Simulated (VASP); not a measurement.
# Au (Im-3m) in VASP: further runs

Runs on Au. Level: PBEsol. Tasks: single point.

All numbers are computed with VASP 6.6.1; they aren't measurements. Logs are shortened: lines on timing, memory, paths and dates and some standing lists are left out, and cuts for length are marked.

### 1 The cell of the first run

It takes space group Im-3m (No. 229, cubic). The conventional cell has a = 3.215 Å, b = 3.215 Å, c = 3.215 Å, α = 90.00°, β = 90.00°, γ = 90.00°. Within 3.7 Å of Au (site symmetry m-3m) lie 14 Au at 2.78 to 3.22 Å.

### 2 Single point, PBEsol (strain -0.030 along x and y, -0.030 along z)

Input file INCAR:

```
PREC = Accurate
ENCUT = 520
EDIFF = 1E-6
ISMEAR = 0
SIGMA = 0.15
LREAL = F
LASPH = T
NELM = 100
ALGO = Fast
ISIF = 2
LWAVE = F
LCHARG = F
GGA = PS
NBANDS = 12
```

Input file KPOINTS:

```
regular mesh
0
Gamma
  20 20 20
```

Input file POSCAR:

```
Au
1.0
   -1.6075509300      1.6075509300      1.6075509300
    1.6075509300     -1.6075509300      1.6075509300
    1.6075509300      1.6075509300     -1.6075509300
Au
1
Direct
    0.0000000000      0.0000000000      0.0000000000
```

Potentials or basis: VASP PAW PBE potentials, release 64 (Au).

Run with:

```console
$ cat potpaw_PBE.64/Au/POTCAR > POTCAR
$ mpirun -np 1 vasp_std > vasp.out
```

OUTCAR:

```text
PREC = Accurate
   ENCUT = 520
   EDIFF = 1E-6
   ISMEAR = 0
   LREAL = F
   LASPH = T
   NELM = 100
   ISIF = 2
   GGA = PS

 ion  position               nearest neighbor table
   1  0.000  0.000  0.000-

  LATTYP: Found a body centered cubic cell.
 ALAT       =     3.2151018600

  Lattice vectors:

 A1 = (  -1.6075509300,   1.6075509300,   1.6075509300)
 A2 = (   1.6075509300,  -1.6075509300,   1.6075509300)
 A3 = (   1.6075509300,   1.6075509300,  -1.6075509300)

Analysis of symmetry for initial positions (statically):
=====================================================================
 Subroutine PRICEL returns:
 Original cell was already a primitive cell.

 Routine SETGRP: Setting up the symmetry group for a
 body centered cubic supercell.

 Subroutine GETGRP returns: Found 48 space group operations
 (whereof 48 operations were pure point group operations)
 out of a pool of 48 trial point group operations.

The static configuration has the point symmetry O_h .

Analysis of symmetry for dynamics (positions and initial velocities):
=====================================================================
 Subroutine PRICEL returns:
 Original cell was already a primitive cell.

 Routine SETGRP: Setting up the symmetry group for a
 body centered cubic supercell.

 Subroutine GETGRP returns: Found 48 space group operations
 (whereof 48 operations were pure point group operations)
 out of a pool of 48 trial point group operations.

The dynamic configuration has the point symmetry O_h .

 Subroutine INISYM returns: Found 48 space group operations
 (whereof 48 operations are pure point group operations),
 and found     1 'primitive' translations

----------------------------------------------------------------------------------------

                                     Primitive cell

  volume of cell :      16.6171

  direct lattice vectors                    reciprocal lattice vectors
    -1.607550930  1.607550930  1.607550930     0.000000000  0.311032136  0.311032136
     1.607550930 -1.607550930  1.607550930     0.311032136  0.000000000  0.311032136
     1.607550930  1.607550930 -1.607550930     0.311032136  0.311032136  0.000000000

  length of vectors
     2.784359887  2.784359887  2.784359887     0.439865866  0.439865866  0.439865866

  position of ions in fractional coordinates (direct lattice)
     0.000000000  0.000000000  0.000000000

  ion indices of the primitive-cell ions
   primitive index   ion index
                 1           1

----------------------------------------------------------------------------------------

 KPOINTS: regular mesh

Automatic generation of k-mesh.
 Grid dimensions read from file:
 generate k-points for:   20   20   20

 Generating k-lattice:

  Cartesian coordinates                     Fractional coordinates (reciprocal lattice)
     0.000000000  0.015551607  0.015551607     0.050000000  0.000000000  0.000000000
     0.015551607  0.000000000  0.015551607     0.000000000  0.050000000  0.000000000
     0.015551607  0.015551607  0.000000000     0.000000000  0.000000000  0.050000000

  Length of vectors
     0.021993293  0.021993293  0.021993293

  Shift w.r.t. Gamma in fractional coordinates (k-lattice)
     0.000000000  0.000000000  0.000000000

 Subroutine IBZKPT returns following result:
 ===========================================

 Found    256 irreducible k-points:

 Following reciprocal coordinates:
            Coordinates               Weight
  0.000000  0.000000  0.000000      1.000000
  0.050000  0.000000  0.000000     12.000000
  0.100000  0.000000  0.000000     12.000000
  0.150000  0.000000  0.000000     12.000000
  0.200000  0.000000  0.000000     12.000000
  0.250000  0.000000  0.000000     12.000000
[... 16 lines left out ...]
  0.200000  0.100000 -0.000000     48.000000
  0.250000  0.100000 -0.000000     48.000000
 [... further k-points ...]
   k-points           NKPTS =    256   k-points in BZ     NKDIM =    256   number of bands    NBANDS=     12
   number of dos      NEDOS =    301   number of ions     NIONS =      1
   total plane-waves  NPLWV =  13824
   dimension x,y,z NGX =    24 NGY =   24 NGZ =   24
   dimension x,y,z NGXF=    48 NGYF=   48 NGZF=   48
   ions per type =               1
   NGX,Y,Z   is equivalent  to a cutoff of  14.33, 14.33, 14.33 a.u.
   NGXF,Y,Z  is equivalent  to a cutoff of  28.66, 28.66, 28.66 a.u.
 SYSTEM =  unknown system
   PREC   = accura    normal or accurate (medium, high low for compatibility)
   ISTART =      0    job   : 0-new  1-cont  2-samecut
   ICHARG =      2    charge: 1-file 2-atom 10-const
   ISPIN  =      1    spin polarized calculation?
   LNONCOLLINEAR =      F non collinear calculations
   LSORBIT =      F    spin-orbit coupling
   LASPH  =      T    aspherical Exc in radial PAW
   ENCUT  =  520.0 eV  38.22 Ry    6.18 a.u.   5.18  5.18  5.18*2*pi/ulx,y,z
   NELM   =    100;   NELMIN=  2; NELMDL= -5     # of ELM steps
   EDIFF  = 0.1E-05   stopping-criterion for ELM
   LREAL  =      F    real-space projection
   EDIFFG = 0.1E-04   stopping-criterion for IOM
   NSW    =      0    number of steps for IOM
   IBRION =     -1    ionic relax: 0-MD 1-quasi-New 2-CG
   NFREE  =      0    steps in history (QN), initial steepest desc. (CG)
   ISIF   =      2    stress and relaxation
   ISYM   =      2    0-nonsym 1-usesym 2-fastsym
   POTIM  = 0.5000    time-step for ionic-motion
   TEBEG  =    0.0;   TEEND  =   0.0 temperature during run
   PSTRESS=    0.0 pullay stress
   NELECT =      11.0000    total number of electrons
   NUPDOWN=      -1.0000    fix difference up-down
   EMIN   =  10.00;   EMAX   =-10.00  energy-range for DOS
   EFERMI =   0.00;   METHOD = LEGACY
   ISMEAR =     0;   SIGMA  =   0.15  broadening in eV -4-tet -1-fermi 0-gaus
   EFERMI_NEDOS =   21; number of points for ismear=-14 and -15
   IALGO  =     68    algorithm
   IMIX   =      4    mixing-type and parameters
     AMIX     =   0.40;   BMIX     =  1.00
     AMIX_MAG =   1.60;   BMIX_MAG =  1.00
  volume/ion in A,a.u.               =      16.62       112.14
  Fermi-wavevector in a.u.,A,eV,Ry     =   1.426771  2.696207 27.697053  2.035676
  Thomas-Fermi vector in A             =   2.547012
   LORBIT       =      0    0 simple, 1 ext, 2 COOP (PROOUT), +10 PAW based schemes
   GGA     = PS    functional components
   LHFCALC =     F    Hartree Fock is set to
   AEXX    =    0.0000 exact exchange contribution
   IVDW    =     0    specifies the selected vdW correction
   LEPSILON=     F    determine dielectric tensor
   LRPA    =     F    only Hartree local field effects (RPA)
 non-spin polarized calculation
 RMM-DIIS sequential band-by-band and
 Gauss-broadening in eV      SIGMA  =   0.15
  energy-cutoff  :      520.00
  volume of cell :       16.62
 maximum number of plane-waves:       466
 NGX is ok and might be reduce to    24
   NGX = 11   NGY = 11   NGZ = 11

 number of electron      11.0000000 magnetization

 Free energy of the ion-electron system (eV)
  ---------------------------------------------------
  ext. energy  EPLUGINS =         0.00000000
  ---------------------------------------------------
  free energy    TOTEN  =        -3.89920562 eV

  energy without entropy =       -3.89712377  energy(sigma->0) =       -3.89816470

 E-fermi :   9.7126     XC(G=0): -13.0371

 val. band max:        9.6227498782   @ k =   0.4000   0.0500   0.0500
 cond. band min:       9.7838435453   @ k =   0.4000   0.1000   0.0000
 fundamental gap:      0.1610936671
 Fermi energy:         9.7125586561

 k-point     1 :       0.0000    0.0000    0.0000
  band No.  band energies     occupation
      1      -0.4749      2.00000
      2       4.7009      2.00000
      3       4.7009      2.00000
      4       4.7009      2.00000
      5       6.7340      2.00000
      6       6.7340      2.00000
      7      26.2057      0.00000
      8      26.2057      0.00000
      9      26.2057      0.00000
     10      34.4928      0.00000
     11      34.4932      0.00000
     12      34.4979      0.00000

 k-point     2 :       0.0500    0.0000    0.0000
  band No.  band energies     occupation
      1      -0.3800      2.00000
      2       4.6693      2.00000
      3       4.7033      2.00000
      4       4.7694      2.00000
      5       6.6948      2.00000
      6       6.7362      2.00000
      7      26.2183      0.00000
      8      26.2369      0.00000
      9      26.3310      0.00000
     10      33.0410      0.00000
     11      33.2784      0.00000
     12      34.1586      0.00000

 k-point     3 :       0.1000    0.0000    0.0000
  band No.  band energies     occupation
      1      -0.1012      2.00000
      2       4.5788      2.00000
      3       4.7076      2.00000
      4       4.9721      2.00000
      5       6.5949      2.00000
      6       6.7434      2.00000
      7      26.1318      0.00000
      8      26.2650      0.00000
      9      26.6988      0.00000
     10      31.6061      0.00000
     11      31.7004      0.00000
     12      33.2300      0.00000
[... 286 lines left out ...]
 k-point    23 :       0.2000    0.1000   -0.0000
  band No.  band energies     occupation
      1       1.7289      2.00000
      2       4.1420      2.00000
      3       4.5675      2.00000
      4       6.2931      2.00000
      5       6.6212      2.00000
      6       6.9064      2.00000
      7      22.0780      0.00000
      8      24.2136      0.00000
      9      26.6629      0.00000
     10      28.5116      0.00000
     11      31.8001      0.00000
     12      32.8978      0.00000

 k-point    24 :       0.2500    0.1000   -0.0000
  band No.  band energies     occupation
      1       2.1879      2.00000
      2       3.9728      2.00000
      3       4.8361      2.00000
      4       6.3506      2.00000
      5       6.9115      2.00000
      6       7.3350      2.00000
      7      19.9218      0.00000
      8      23.4316      0.00000
      9      25.6405      0.00000
     10      29.3376      0.00000
     11      32.4573      0.00000
     12      33.0629      0.00000

 [... further k-points ...]
[... 5 lines left out ...]
  --------------------------------------------------------------------------------------
  -------------------------------------------------------------------------------------
  Total        0.4709689      0.4709689      0.4709689     -0.0000000     -0.0000000      0.0000000
  in kB       45.4097010     45.4097010     45.4097010     -0.0000000     -0.0000000      0.0000000
  external PRESSURE =      45.4097010 kB  Pullay stress =       0.0000000 kB

 VOLUME and BASIS-vectors are now :
 -----------------------------------------------------------------------------
  energy-cutoff  :      520.00
  volume of cell :       16.62
      direct lattice vectors                 reciprocal lattice vectors
    -1.607550930  1.607550930  1.607550930     0.000000000  0.311032136  0.311032136
     1.607550930 -1.607550930  1.607550930     0.311032136  0.000000000  0.311032136
     1.607550930  1.607550930 -1.607550930     0.311032136  0.311032136  0.000000000

 POSITION                                       TOTAL-FORCE (eV/Angst)
 -----------------------------------------------------------------------------------
      0.00000      0.00000      0.00000         0.000000      0.000000      0.000000
 -----------------------------------------------------------------------------------
    total drift:                               -0.000000      0.000000      0.000000

  FREE ENERGIE OF THE ION-ELECTRON SYSTEM (eV)
  ---------------------------------------------------
  free  energy   TOTEN  =        -3.8992056242 eV

  energy  without entropy=       -3.8971237716  energy(sigma->0) =       -3.89816470
```

It took 25 s on 1 thread of Intel Xeon Platinum 8488C (Sapphire Rapids), shared host; peak memory 0.18 GiB.

Results:

```yaml
Free_energy: -3.8992 eV
Pressure: 4.5 GPa
```

Caveat: the cell differs from its parent crystal (strain -0.030 along x and y, -0.030 along z); the PAW data sets were made with another functional, which shifts forces and pressure a little; spin-orbit coupling is left out, which moves the levels of the heavy elements.

### 3 Single point, PBEsol (strain -0.015 along x and y, -0.015 along z)

Input file INCAR:

```
ALGO     = Fast           # electronic algorithm
EDIFF    = 1E-6           # SCF threshold, eV
ENCUT    = 520            # plane-wave cutoff, eV
GGA      = PS             # functional
ISIF     = 2              # what is computed and relaxed
ISMEAR   = 0              # smearing method
LASPH    = T              # aspherical terms in the spheres
LCHARG   = F              # write CHGCAR
LREAL    = F              # projectors in reciprocal space
LWAVE    = F              # write WAVECAR
NBANDS   = 12             # bands
NELM     = 80             # most SCF steps
PREC     = Accurate       # precision mode
SIGMA    = 0.15           # smearing width, eV
```

Input file KPOINTS:

```
k-points
0
Gamma
  20 20 20
```

Input file POSCAR:

```
Au
1.0
   -1.6324099650      1.6324099650      1.6324099650
    1.6324099650     -1.6324099650      1.6324099650
    1.6324099650      1.6324099650     -1.6324099650
Au
1
Direct
    0.0000000000      0.0000000000      0.0000000000
```

Potentials or basis: VASP PAW PBE potentials, release 64 (Au).

Run with:

```console
$ cat potpaw_PBE.64/Au/POTCAR > POTCAR
$ mpirun -np 1 vasp_std > vasp.out
```

OUTCAR:

```text
EDIFF = 1E-6
   ENCUT = 520
   GGA = PS
   ISIF = 2
   ISMEAR = 0
   LASPH = T
   LREAL = F
   NELM = 80
   PREC = Accurate

 ion  position               nearest neighbor table
   1  0.000  0.000  0.000-

  LATTYP: Found a body centered cubic cell.
 ALAT       =     3.2648199300

  Lattice vectors:

 A1 = (  -1.6324099650,   1.6324099650,   1.6324099650)
 A2 = (   1.6324099650,  -1.6324099650,   1.6324099650)
 A3 = (   1.6324099650,   1.6324099650,  -1.6324099650)

Analysis of symmetry for initial positions (statically):
=====================================================================
 Subroutine PRICEL returns:
 Original cell was already a primitive cell.

 Routine SETGRP: Setting up the symmetry group for a
 body centered cubic supercell.

 Subroutine GETGRP returns: Found 48 space group operations
 (whereof 48 operations were pure point group operations)
 out of a pool of 48 trial point group operations.

The static configuration has the point symmetry O_h .

Analysis of symmetry for dynamics (positions and initial velocities):
=====================================================================
 Subroutine PRICEL returns:
 Original cell was already a primitive cell.

 Routine SETGRP: Setting up the symmetry group for a
 body centered cubic supercell.

 Subroutine GETGRP returns: Found 48 space group operations
 (whereof 48 operations were pure point group operations)
 out of a pool of 48 trial point group operations.

The dynamic configuration has the point symmetry O_h .

 Subroutine INISYM returns: Found 48 space group operations
 (whereof 48 operations are pure point group operations),
 and found     1 'primitive' translations

----------------------------------------------------------------------------------------

                                     Primitive cell

  volume of cell :      17.3999

[... 107 lines left out ...]
  volume/ion in A,a.u.               =      17.40       117.42
  Fermi-wavevector in a.u.,A,eV,Ry     =   1.405044  2.655148 26.859911  1.974148
  Thomas-Fermi vector in A             =   2.527544
   LORBIT       =      0    0 simple, 1 ext, 2 COOP (PROOUT), +10 PAW based schemes
   GGA     = PS    functional components
   LHFCALC =     F    Hartree Fock is set to
   AEXX    =    0.0000 exact exchange contribution
   IVDW    =     0    specifies the selected vdW correction
   LEPSILON=     F    determine dielectric tensor
   LRPA    =     F    only Hartree local field effects (RPA)
 non-spin polarized calculation
 RMM-DIIS sequential band-by-band and
 Gauss-broadening in eV      SIGMA  =   0.15
  energy-cutoff  :      520.00
  volume of cell :       17.40
 maximum number of plane-waves:       484
 NGX is ok and might be reduce to    24
   NGX = 11   NGY = 11   NGZ = 11

 number of electron      11.0000002 magnetization

 Free energy of the ion-electron system (eV)
  ---------------------------------------------------
  ext. energy  EPLUGINS =         0.00000000
  ---------------------------------------------------
  free energy    TOTEN  =        -3.90090492 eV

  energy without entropy =       -3.89881088  energy(sigma->0) =       -3.89985790

 E-fermi :   8.9489     XC(G=0): -12.7644

 val. band max:        8.8738011140   @ k =   0.4000   0.0500   0.0500
 cond. band min:       9.0301128208   @ k =   0.4000   0.1000  -0.0000
 fundamental gap:      0.1563117068
 Fermi energy:         8.9489153462

 k-point     1 :       0.0000    0.0000    0.0000
  band No.  band energies     occupation
      1      -0.7558      2.00000
      2       4.1873      2.00000
      3       4.1873      2.00000
      4       4.1873      2.00000
      5       6.0759      2.00000
      6       6.0759      2.00000
      7      25.4304      0.00000
      8      25.4304      0.00000
      9      25.4304      0.00000
     10      32.8697      0.00000
     11      32.8697      0.00000
     12      32.8711      0.00000
[... 331 lines left out ...]
 k-point    24 :       0.2500    0.1000   -0.0000
  band No.  band energies     occupation
      1       1.8191      2.00000
      2       3.5179      2.00000
      3       4.3349      2.00000
      4       5.7219      2.00000
      5       6.2343      2.00000
      6       6.6419      2.00000
      7      18.8144      0.00000
      8      22.4537      0.00000
      9      24.4614      0.00000
     10      28.2985      0.00000
     11      31.1578      0.00000
     12      31.8043      0.00000

 [... further k-points ...]
[... 5 lines left out ...]
  --------------------------------------------------------------------------------------
  -------------------------------------------------------------------------------------
  Total       -0.3863362     -0.3863362     -0.3863362      0.0000000      0.0000000      0.0000000
  in kB      -35.5736405    -35.5736405    -35.5736405      0.0000000      0.0000000      0.0000000
  external PRESSURE =     -35.5736405 kB  Pullay stress =       0.0000000 kB

 VOLUME and BASIS-vectors are now :
 -----------------------------------------------------------------------------
  energy-cutoff  :      520.00
  volume of cell :       17.40
      direct lattice vectors                 reciprocal lattice vectors
    -1.632409965  1.632409965  1.632409965     0.000000000  0.306295606  0.306295606
     1.632409965 -1.632409965  1.632409965     0.306295606  0.000000000  0.306295606
     1.632409965  1.632409965 -1.632409965     0.306295606  0.306295606  0.000000000

 POSITION                                       TOTAL-FORCE (eV/Angst)
 -----------------------------------------------------------------------------------
      0.00000      0.00000      0.00000        -0.000000      0.000000     -0.000000
 -----------------------------------------------------------------------------------
    total drift:                               -0.000000      0.000000     -0.000000

  FREE ENERGIE OF THE ION-ELECTRON SYSTEM (eV)
  ---------------------------------------------------
  free  energy   TOTEN  =        -3.9009049247 eV

  energy  without entropy=       -3.8988108785  energy(sigma->0) =       -3.89985790
```

OSZICAR:

```text
N       E                     dE             d eps       ncg     rms          rms(c)
DAV:   1     0.486495509673E+02    0.48650E+02   -0.55624E+03  6368   0.813E+02
DAV:   2    -0.356356546671E+01   -0.52213E+02   -0.49393E+02  7288   0.186E+02
DAV:   3    -0.425067864083E+01   -0.68711E+00   -0.68658E+00  7292   0.207E+01
DAV:   4    -0.425297301558E+01   -0.22944E-02   -0.22943E-02  6984   0.138E+00
DAV:   5    -0.425298965958E+01   -0.16644E-04   -0.16645E-04  7296   0.112E-01    0.870E+00
RMM:   6    -0.392487553281E+01    0.32811E+00   -0.39067E-01  6160   0.515E+00    0.543E+00
RMM:   7    -0.390380427111E+01    0.21071E-01   -0.39278E-02  6581   0.183E+00    0.280E+00
RMM:   8    -0.390095327250E+01    0.28510E-02   -0.35876E-03  6816   0.529E-01    0.406E-01
RMM:   9    -0.390090329153E+01    0.49981E-04   -0.51805E-04  7153   0.193E-01    0.113E-01
RMM:  10    -0.390090491380E+01   -0.16223E-05   -0.76237E-05  7097   0.672E-02    0.707E-02
RMM:  11    -0.390090485003E+01    0.63768E-07   -0.14308E-05  6692   0.254E-02    0.114E-02
RMM:  12    -0.390090492470E+01   -0.74671E-07   -0.17436E-06  5528   0.831E-03
   1 F= -.39009049E+01 E0= -.38998579E+01  d E =-.209405E-02
```

It took 25 s on 1 thread of Intel Xeon Platinum 8488C (Sapphire Rapids), shared host; peak memory 0.18 GiB.

What came out:

* Free energy: -3.9009 eV
* Pressure: -3.6 GPa

Caveat: the cell differs from its parent crystal (strain -0.015 along x and y, -0.015 along z); the PAW data sets were made with another functional, which shifts forces and pressure a little; spin-orbit coupling is left out, which moves the levels of the heavy elements.

(Continued in part 2 of 2.)
